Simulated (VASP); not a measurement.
A run of VASP 6.6.1:

Contents of INCAR:

```
PREC = Accurate
ENCUT = 520
EDIFF = 1E-6
ISMEAR = 0
SIGMA = 0.1
LREAL = False
LASPH = True
NELM = 60
ALGO = Normal
ISIF = 2
LWAVE = False
LCHARG = True
LELF = True
LVHAR = True
NBANDS = 18
```

The input KPOINTS:

```
regular mesh
0
Gamma
  18 18 18
```

Contents of POSCAR:

```
Si2W
1.0
   -1.5927292034      1.5927292034      3.8858470114
    1.5927292034     -1.5927292034      3.8858470114
    1.5927292034      1.5927292034     -3.8858470114
Si W
2 1
Direct
    0.3347075864      0.3347075864      0.0000000000
    0.6652924136      0.6652924136      0.0000000000
    0.0000000000      0.0000000000      0.0000000000
```

Potentials or basis: VASP PAW LDA potentials, release 64 (Si, W_sv).

Command:

```sh
$ cat potpaw_LDA.64/Si/POTCAR potpaw_LDA.64/W_sv/POTCAR > POTCAR
$ mpirun -np 1 vasp_std > vasp.out
```

Hardware: 1 thread of Intel(R) Xeon(R) 6975P-C (Granite Rapids), on a shared host.

Problem. How long does it take, and how much memory?

Solution. It took 4.5 min on 1 thread of Intel(R) Xeon(R) 6975P-C (Granite Rapids) (shared host), peak memory 0.42 GiB. Counts: scf iterations 12, k points 480.
